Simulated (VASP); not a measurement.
# Ge (R-3m) in VASP: a series of runs, part 2 of 2

VASP 6.6.1. The steps go on from the part before.

## (3) Electric field gradients, PBE (equal xy, yz and zx shear strains of +3 %)

Contents of INCAR:

```
SYSTEM = Ge
ALGO = Normal ; EDIFF = 1E-8
ENCUT = 520 ; GGA = PE
ISIF = 2 ; ISMEAR = -1
LASPH = .TRUE. ; LCHARG = .FALSE.
LEFG = .TRUE. ; LREAL = .FALSE.
LWAVE = .FALSE. ; NBANDS = 21
NELM = 100 ; PREC = Accurate
SIGMA = 0.05
```

Contents of KPOINTS:

```
k-points
0
G
  10 10 10
  0 0 0
```

Contents of POSCAR:

```
Ge
1.0
    0.0848631000      2.8712015500      2.8712015500
    2.8712015500      0.0848631000      2.8712015500
    2.8712015500      2.8712015500      0.0848631000
Ge
2
Direct
    0.5000000000      0.5000000000      0.5000000000
    0.7500000000      0.7500000000      0.7500000000
```

Potentials or basis: VASP PAW PBE potentials, release 64 (Ge_d).

Command:

```
cat potpaw_PBE.64/Ge_d/POTCAR > POTCAR
mpirun -np 1 vasp_std > vasp.out
```

OUTCAR:

```text
SYSTEM = Ge
   EDIFF = 1E-8
   ENCUT = 520
   GGA = PE
   ISIF = 2
   ISMEAR = -1
   LASPH = .TRUE.
   LREAL = .FALSE.
   NELM = 100
   PREC = Accurate

 ion  position               nearest neighbor table
   1  0.500  0.500  0.500-   2 2.43   2 2.43   2 2.43   2 2.52
   2  0.750  0.750  0.750-   1 2.43   1 2.43   1 2.43   1 2.52

  LATTYP: Found a trigonal (rhomboedric) cell.
 ALAT       =     4.0613788825
 COS(alpha) =     0.5293254421

  Lattice vectors:

 A1 = (   0.0848631000,   2.8712015500,   2.8712015500)
 A2 = (   2.8712015500,   0.0848631000,   2.8712015500)
 A3 = (   2.8712015500,   2.8712015500,   0.0848631000)

Analysis of symmetry for initial positions (statically):
=====================================================================
 Subroutine PRICEL returns:
 Original cell was already a primitive cell.

 Routine SETGRP: Setting up the symmetry group for a
 trigonal (rhombohedral) supercell.

 Subroutine GETGRP returns: Found 12 space group operations
 (whereof  6 operations were pure point group operations)
 out of a pool of 12 trial point group operations.

The static configuration has the point symmetry C_3v.
 The point group associated with its full space group is D_3d.

Analysis of symmetry for dynamics (positions and initial velocities):
=====================================================================
 Subroutine PRICEL returns:
 Original cell was already a primitive cell.

 Routine SETGRP: Setting up the symmetry group for a
 trigonal (rhombohedral) supercell.

 Subroutine GETGRP returns: Found 12 space group operations
 (whereof  6 operations were pure point group operations)
 out of a pool of 12 trial point group operations.

The dynamic configuration has the point symmetry C_3v.
 The point group associated with its full space group is D_3d.

 Subroutine INISYM returns: Found 12 space group operations
 (whereof  6 operations are pure point group operations),
 and found     1 'primitive' translations

----------------------------------------------------------------------------------------

                                     Primitive cell

  volume of cell :      45.2410

  direct lattice vectors                    reciprocal lattice vectors
     0.084863100  2.871201550  2.871201550    -0.182060278  0.176833667  0.176833667
     2.871201550  0.084863100  2.871201550     0.176833667 -0.182060278  0.176833667
     2.871201550  2.871201550  0.084863100     0.176833667  0.176833667 -0.182060278

  length of vectors
     4.061378882  4.061378882  4.061378882     0.309331920  0.309331920  0.309331920

  position of ions in fractional coordinates (direct lattice)
     0.500000000  0.500000000  0.500000000
     0.750000000  0.750000000  0.750000000

  ion indices of the primitive-cell ions
   primitive index   ion index
                 1           1
                 2           2

----------------------------------------------------------------------------------------

 KPOINTS: k-points

Automatic generation of k-mesh.
 Grid dimensions read from file:
 generate k-points for:   10   10   10
[... 70 lines left out ...]
   ISIF   =      2    stress and relaxation
   ISYM   =      2    0-nonsym 1-usesym 2-fastsym
   POTIM  = 0.5000    time-step for ionic-motion
   TEBEG  =    0.0;   TEEND  =   0.0 temperature during run
   PSTRESS=    0.0 pullay stress
   NELECT =      28.0000    total number of electrons
   NUPDOWN=      -1.0000    fix difference up-down
   EMIN   =  10.00;   EMAX   =-10.00  energy-range for DOS
   EFERMI =   0.00;   METHOD = LEGACY
   ISMEAR =    -1;   SIGMA  =   0.05  broadening in eV -4-tet -1-fermi 0-gaus
   EFERMI_NEDOS =   21; number of points for ismear=-14 and -15
   IALGO  =     38    algorithm
   IMIX   =      4    mixing-type and parameters
     AMIX     =   0.40;   BMIX     =  1.00
     AMIX_MAG =   1.60;   BMIX_MAG =  1.00
  volume/ion in A,a.u.               =      22.62       152.65
  Fermi-wavevector in a.u.,A,eV,Ry     =   1.395136  2.636425 26.482452  1.946405
  Thomas-Fermi vector in A             =   2.518618
   LORBIT       =      0    0 simple, 1 ext, 2 COOP (PROOUT), +10 PAW based schemes
   GGA     = PE    functional components
   LHFCALC =     F    Hartree Fock is set to
   AEXX    =    0.0000 exact exchange contribution
   IVDW    =     0    specifies the selected vdW correction
   LEPSILON=     F    determine dielectric tensor
   LRPA    =     F    only Hartree local field effects (RPA)
 non-spin polarized calculation
  energy-cutoff  :      520.00
  volume of cell :       45.24
 maximum number of plane-waves:      1267
   NGX = 15   NGY = 15   NGZ = 15

 number of electron      28.0000012 magnetization

 Free energy of the ion-electron system (eV)
  ---------------------------------------------------
  ext. energy  EPLUGINS =         0.00000000
  ---------------------------------------------------
  free energy    TOTEN  =        -8.97484538 eV

  energy without entropy =       -8.97413376  energy(sigma->0) =       -8.97448957

 E-fermi :   5.0009     XC(G=0):  -9.9286

 val. band max:        4.9396151470   @ k =   0.0000   0.0000   0.0000
 cond. band min:       5.0329534932   @ k =   0.0000   0.0000   0.0000
 fundamental gap:      0.0933383462
 Fermi energy:         5.0009163590

 k-point     1 :       0.0000    0.0000    0.0000
  band No.  band energies     occupation
      1     -19.8347      2.00000
      2     -19.8347      2.00000
      3     -19.7891      2.00000
      4     -19.7830      2.00000
      5     -19.7830      2.00000
      6     -19.6017      2.00000
[... 565 lines left out ...]
     20      16.5706      0.00000
     21      16.8780      0.00000

 [... further k-points ...]

------------------------ aborting loop because EDIFF is reached ----------------------------------------

  FORCE on cell =-STRESS in cart. coord.  units (eV):
  Direction    XX          YY          ZZ          XY          YZ          ZX
  --------------------------------------------------------------------------------------
  -------------------------------------------------------------------------------------
  Total        1.1045633      1.1045633      1.1045633     -0.6832941     -0.6832941     -0.6832941
  in kB       39.1172756     39.1172756     39.1172756    -24.1983446    -24.1983446    -24.1983446
  external PRESSURE =      39.1172756 kB  Pullay stress =       0.0000000 kB

 VOLUME and BASIS-vectors are now :
 -----------------------------------------------------------------------------
  energy-cutoff  :      520.00
  volume of cell :       45.24
      direct lattice vectors                 reciprocal lattice vectors
     0.084863100  2.871201550  2.871201550    -0.182060278  0.176833667  0.176833667
     2.871201550  0.084863100  2.871201550     0.176833667 -0.182060278  0.176833667
     2.871201550  2.871201550  0.084863100     0.176833667  0.176833667 -0.182060278

 POSITION                                       TOTAL-FORCE (eV/Angst)
 -----------------------------------------------------------------------------------
      2.91363      2.91363      2.91363         0.236621      0.236621      0.236621
      4.37045      4.37045      4.37045        -0.236621     -0.236621     -0.236621
 -----------------------------------------------------------------------------------
    total drift:                                0.000000     -0.000000     -0.000000

  FREE ENERGIE OF THE ION-ELECTRON SYSTEM (eV)
  ---------------------------------------------------
  free  energy   TOTEN  =        -8.9748453752 eV

  energy  without entropy=       -8.9741337638  energy(sigma->0) =       -8.97448957

 Electric field gradients (V/A^2)
---------------------------------------------------------------------
 ion       V_xx      V_yy      V_zz      V_xy      V_xz      V_yz
---------------------------------------------------------------------
   1      -0.000    -0.000    -0.000    14.282    14.282    14.282
   2      -0.000    -0.000    -0.000    14.282    14.282    14.282
---------------------------------------------------------------------

 Electric field gradients after diagonalization (V/A^2)
 (convention: |V_zz| > |V_xx| > |V_yy|)
----------------------------------------------------------------------
 ion       V_xx      V_yy      V_zz     asymmetry (V_yy - V_xx)/ V_zz
----------------------------------------------------------------------
   1     -14.282   -14.282    28.564       0.000
   2     -14.282   -14.282    28.564       0.000
----------------------------------------------------------------------

           NMR quadrupolar parameters

 Cq : quadrupolar parameter    Cq=e*Q*V_zz/h
 eta: asymmetry parameters     (V_yy - V_xx)/ V_zz
 Q  : nuclear electric quadrupole moment in mb (millibarn)
----------------------------------------------------------------------
 ion       Cq(MHz)       eta       Q (mb)
----------------------------------------------------------------------
   1       0.069       0.000       1.000
   2       0.069       0.000       1.000
----------------------------------------------------------------------
```

stdout:

```text
POSCAR found type information on POSCAR Ge
 POSCAR found :  1 types and       2 ions
 scaLAPACK will be used
 LDA part: xc-table for (Slater+PW92), standard interpolation
 POSCAR, INCAR and KPOINTS ok, starting setup
 FFT: planning ... GRIDC
 FFT: planning ... GRID_SOFT
 FFT: planning ... GRID
 WAVECAR not read
 entering main loop
ion   1

ion   2
```

Run time: 2.4 min. Hardware: 1 thread of Intel Xeon 8259CL, shared host; peak memory 0.23 GiB.

What came out:

```
Free energy                             : -8.9748 eV
Pressure                                : 3.9 GPa
Largest force                           : 0.410 eV/Å
Band gap on the k mesh                  : zero (filled and empty bands touch)
Largest electric field gradient by atom : Ge +28.6 V/Å²
```

Forces in eV/Å, atoms in the order of the input:
```
Ge   0.237  0.237  0.237
Ge  -0.237 -0.237 -0.237
```

Stress tensor (GPa, compression positive):
```
 3.91 -2.42 -2.42
-2.42  3.91 -2.42
-2.42 -2.42  3.91
```

Levels at points of the mesh, in eV from the Fermi level:
```csv
k point,band 11,band 12,band 13,band 14,band 15,band 16,band 17,band 18
"(0.00, 0.00, 0.00)",-12.79,-0.07,-0.06,0.03,0.03,2.23,2.78,2.78
"(0.50, 0.00, 0.00)",-10.60,-7.65,-1.49,-1.46,0.05,3.48,3.95,7.08
"(0.50, 0.50, 0.00)",-9.04,-8.75,-3.21,-2.93,0.59,0.93,9.37,9.45
"(0.50, 0.50, 0.50)",-10.98,-7.47,-1.19,-1.19,0.56,3.89,3.89,7.35
```

Electric field gradients, principal values (V/Å²):
| atom | least | middle | greatest (by size) |
| --- | --- | --- | --- |
| 1 Ge | -14.282 | -14.282 | 28.564 |
| 2 Ge | -14.282 | -14.282 | 28.564 |

Caveat: the cell differs from its parent crystal (equal xy, yz and zx shear strains of +3 %); the cell stands under pressure; semilocal functionals underestimate gaps, so a narrow gap can read as zero; without QUAD_EFG the Cq values of the log hold for a quadrupole moment of 1 mb, not for the nuclei.
